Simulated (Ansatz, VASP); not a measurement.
Na: VASP beside Ansatz

```
CELL_PARAMETERS angstrom
6.70677 0.00000 0.00000
0.00000 6.70677 0.00000
0.00000 0.00000 6.70677
ATOMIC_POSITIONS crystal
Na 0.00000 0.00000 0.00000
Na 0.50000 0.50000 0.50000
Na 0.25000 0.00000 0.50000
Na 0.75000 0.00000 0.50000
Na 0.50000 0.25000 0.00000
Na 0.50000 0.75000 0.00000
Na 0.00000 0.50000 0.25000
Na 0.00000 0.50000 0.75000
```

Alike in both runs: functional r2SCAN; k mesh 4 × 4 × 4; occupations fermi-dirac, width 0.1 eV; no spin polarisation.

Ansatz relaxed the structure, and its values are those at the end. VASP's run is a single point on that final structure, the one shown.

|  | VASP | Ansatz |
| --- | --- | --- |
| version | VASP 6.6.1 | Ansatz 0.2.0 |
| potentials or method | VASP PAW PBE potentials, release 64 (Na_pv), cutoff 520 eV | plane waves (500 eV) with PAW, scalar-relativistic |
| valence electrons in the cell | 56 | 72 |

```tsv
	VASP	Ansatz	Ansatz less VASP
pressure (GPa)	0.1	0.0	-0.07
```

VASP's potentials were made for PBE, not for r2SCAN. The functional is the same, so the differences come from potentials, cutoffs and numerics. VASP's potentials hold 56 valence electrons a cell and Ansatz's 72, so a difference there can come from the potentials and not from the codes.
